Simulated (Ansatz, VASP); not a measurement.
**SrCdAgC6N6: VASP beside Ansatz**

The input INCAR:

```
SYSTEM = SrCdAgC6N6
ALGO = Normal
EDIFF = 1E-6
ENCUT = 520
GGA = PE
ISIF = 2
ISMEAR = 0
LASPH = .True.
LCHARG = .False.
LREAL = Auto
LWAVE = .False.
NBANDS = 56
NELM = 100
PREC = Accurate
SIGMA = 0.1
```

The input KPOINTS:

```
k-points
0
Gamma
  4 4 4
  0 0 0
```

The input POSCAR:

```
SrCdAgC6N6
1.0
    0.0000000000      5.2895000000      5.2895000000
    5.2895000000      0.0000000000      5.2895000000
    5.2895000000      5.2895000000      0.0000000000
Sr Cd Ag C N
1 1 1 6 6
Direct
    0.7500000000      0.7500000000      0.7500000000
    0.5000000000      0.5000000000      0.5000000000
    0.0000000000      0.0000000000      0.0000000000
    0.8088666200      0.1911333800      0.1911333800
    0.1911333800      0.1911333800      0.8088666200
    0.8088666200      0.1911333800      0.8088666200
    0.1911333800      0.8088666200      0.8088666200
    0.8088666200      0.8088666200      0.1911333800
    0.1911333800      0.8088666200      0.1911333800
    0.6982701600      0.3017298400      0.3017298400
    0.3017298400      0.3017298400      0.6982701600
    0.6982701600      0.3017298400      0.6982701600
    0.3017298400      0.6982701600      0.6982701600
    0.6982701600      0.6982701600      0.3017298400
    0.3017298400      0.6982701600      0.3017298400
```

Input for Ansatz:

```yaml
crystal:
  lattice:
    - [0.0, 5.2895, 5.2895]
    - [5.2895, 0.0, 5.2895]
    - [5.2895, 5.2895, 0.0]
  atoms:
    - { symbol: Sr, position: [0.75, 0.75, 0.75] }
    - { symbol: Cd, position: [0.5, 0.5, 0.5] }
    - { symbol: Ag, position: [0.0, 0.0, 0.0] }
    - { symbol: C, position: [0.80886662, 0.19113338, 0.19113338] }
    - { symbol: C, position: [0.19113338, 0.19113338, 0.80886662] }
    - { symbol: C, position: [0.80886662, 0.19113338, 0.80886662] }
    - { symbol: C, position: [0.19113338, 0.80886662, 0.80886662] }
    - { symbol: C, position: [0.80886662, 0.80886662, 0.19113338] }
    - { symbol: C, position: [0.19113338, 0.80886662, 0.19113338] }
    - { symbol: "N", position: [0.69827016, 0.30172984, 0.30172984] }
    - { symbol: "N", position: [0.30172984, 0.30172984, 0.69827016] }
    - { symbol: "N", position: [0.69827016, 0.30172984, 0.69827016] }
    - { symbol: "N", position: [0.30172984, 0.69827016, 0.69827016] }
    - { symbol: "N", position: [0.69827016, 0.69827016, 0.30172984] }
    - { symbol: "N", position: [0.30172984, 0.69827016, 0.30172984] }
basis:
  ecutwfc: 420
kpoints:
  mp_grid: { grid: [4, 4, 4] }
hamiltonian:
  xc: pbe
scf:
  occupations: { method: gaussian, width: 0.1 }
  lower_state_search: "off"
output:
  forces: true
  stress: true
  eigenvalues: true
```

Alike in both runs: task single point; functional PBE; k mesh 4 × 4 × 4; occupations gaussian, width 0.1 eV; no spin polarisation.

|  | VASP | Ansatz |
| --- | --- | --- |
| version | VASP 6.6.1 | Ansatz 0.2.0 |
| potentials or method | VASP PAW PBE potentials, release 64 (Sr_sv, Cd, Ag, C, N), cutoff 520 eV | scalar-relativistic, plane waves, PAW |
| valence electrons in the cell | 87 | 103 |

|  | VASP | Ansatz | Ansatz less VASP |
| --- | --- | --- | --- |
| gap on the k mesh at the Fermi level (eV) | none | none | - |
| pressure (GPa) | 14.9 | 14.3 | -0.56 |
| rms of the force components (eV/Å) | 1.253 | 1.431 | +0.1779 |

Atom by atom the forces differ by 0.178 eV/Å (rms over components). A gap of «none» marks a metal or a gap that the smearing closes. VASP's potentials hold 87 valence electrons a cell and Ansatz's 103, so a difference there can come from the potentials and not from the codes.

Noted on VASP's run: the standard files for N, O and F lose accuracy on very short bonds.
